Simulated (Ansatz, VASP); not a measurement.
**One calculation of Al3Te2, two programs**

```
CELL_PARAMETERS angstrom
2.02901 1.17145 8.59595
-2.02901 1.17145 8.59595
0.00000 -2.34290 8.59595
ATOMIC_POSITIONS crystal
Al 0.00000 0.00000 0.00000
Al 0.19729 0.19729 0.19729
Al 0.80271 0.80271 0.80271
Te 0.40174 0.40174 0.40174
Te 0.59826 0.59826 0.59826
```

Alike in both runs: functional PBE; k mesh 12 × 12 × 12; occupations gaussian, width 0.1 eV; no spin polarisation.

Ansatz relaxed the structure, and its values are those at the end. VASP's run is a single point on that final structure, the one shown.

```csv
,VASP,Ansatz
version,VASP 6.6.1,Ansatz 0.2.0
potentials or method,"VASP PAW PBE potentials, release 64 (Al, Te), cutoff 520 eV","scalar-relativistic, plane waves, PAW"
valence electrons in the cell,21,41
```

|  | VASP | Ansatz | Ansatz less VASP |
| --- | --- | --- | --- |
| gap on the k mesh at the Fermi level (eV) | none | none | - |
| pressure (GPa) | 0.0 | 0.0 | -0.04 |

A gap of «none» marks a metal or a gap that the smearing closes. VASP's potentials hold 21 valence electrons a cell and Ansatz's 41, so a difference there can come from the potentials and not from the codes.

Spin-orbit coupling is off throughout.
